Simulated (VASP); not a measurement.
A run of VASP 6.6.1:

Contents of INCAR:

```
SYSTEM = B
ALGO = Normal ; EDIFF = 1E-6
ENCUT = 500 ; GGA = PS
GGA_COMPAT = .False. ; ISIF = 2
ISMEAR = -1 ; LASPH = .True.
LCHARG = .False. ; LREAL = .False.
LWAVE = .False. ; NBANDS = 8
NELM = 120 ; PREC = Accurate
SIGMA = 0.08
```

KPOINTS

```
Automatic mesh
0
Gamma
  25 25 25
  0.5 0.5 0.5
```

POSCAR

```
B
1.0
   -1.1007316360      1.1007316360      1.1007316360
    1.1007316360     -1.1007316360      1.1007316360
    1.1007316360      1.1007316360     -1.1007316360
B
1
Direct
    0.0000000000      0.0000000000      0.0000000000
```

Potentials or basis: VASP PAW PBE potentials, release 64 (B).

Run with:

```bash
$ cat potpaw_PBE.64/B/POTCAR > POTCAR
$ mpirun -np 1 vasp_std > vasp.out
```

Hardware: 1 thread of AMD EPYC 9R45 96-Core Processor (Zen 5), on a shared host.

**Question.** How long does it take, and how much memory?

**Answer.** Run time: 6.7 s on 1 thread of AMD EPYC 9R45 96-Core Processor (Zen 5), on a shared host, peak memory 0.08 GiB. Counts: scf iterations 8, k points 455.
